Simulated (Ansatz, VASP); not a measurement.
## Two plane-wave programs on BaS

The input INCAR:

```
PREC = Accurate ; ENCUT = 520
EDIFF = 1E-6 ; ISMEAR = 0
SIGMA = 0.05 ; LREAL = False
LASPH = True ; NELM = 80
ALGO = Normal ; ISIF = 2
LWAVE = False ; LCHARG = True
LELF = True ; LVHAR = True
NBANDS = 15
```

The input KPOINTS:

```
Automatic mesh
0
Gamma
  8 8 8
```

The input POSCAR:

```
BaS
1.0
    0.0000000000      3.1937500000      3.1937500000
    3.1937500000      0.0000000000      3.1937500000
    3.1937500000      3.1937500000      0.0000000000
Ba S
1 1
Direct
    0.0000000000      0.0000000000      0.0000000000
    0.5553508244      0.4446491756      0.5000000000
```

Input for Ansatz:

```yaml
crystal:
  lattice:
    - [0.0, 3.19375, 3.19375]
    - [3.19375, 0.0, 3.19375]
    - [3.19375, 3.19375, 0.0]
  atoms:
    - { symbol: Ba, position: [0.0, 0.0, 0.0] }
    - { symbol: S, position: [0.5553508244, 0.4446491756, 0.5] }
basis:
  ecutwfc: 420
kpoints:
  mp_grid: { grid: [8, 8, 8] }
hamiltonian:
  xc: lda
scf:
  occupations: { method: gaussian, width: 0.05 }
output:
  forces: true
  stress: true
  eigenvalues: true
```

Change from the starting cell: all S atoms moved -0.250 Å, as atom 2 along Cartesian [1 -1 0].

Alike in both runs: task single point; functional LDA; k mesh 8 × 8 × 8; occupations gaussian, width 0.05 eV; no spin polarisation.

```csv
,VASP,Ansatz
version,VASP 6.6.1,Ansatz 0.2.0
potentials or method,"VASP PAW LDA potentials, release 64 (Ba_sv, S), cutoff 520 eV","scalar-relativistic, plane waves, PAW"
valence electrons in the cell,16,16
```

Ansatz gave:

```
gap on the k mesh at the Fermi level (eV)                     : 2.24
least direct gap on the mesh (eV)                             : 2.26
pressure (GPa)                                                : -1.9
traceless stress, the component that is largest in VASP (GPa) : -0.86
rms of the force components (eV/Å)                            : 0.269
```

Question: Which values does VASP return?

Answer: gap on the k mesh at the Fermi level (eV): 2.15; least direct gap on the mesh (eV): 2.20; pressure (GPa): -1.2; traceless stress, the component that is largest in VASP (GPa): -0.95; rms of the force components (eV/Å): 0.298.

LDA's correlation is that of Perdew and Zunger in VASP and of Perdew and Wang (1992) in Ansatz. Atom by atom the forces differ by 0.029 eV/Å (rms over components).

Neither program's run includes spin-orbit coupling.
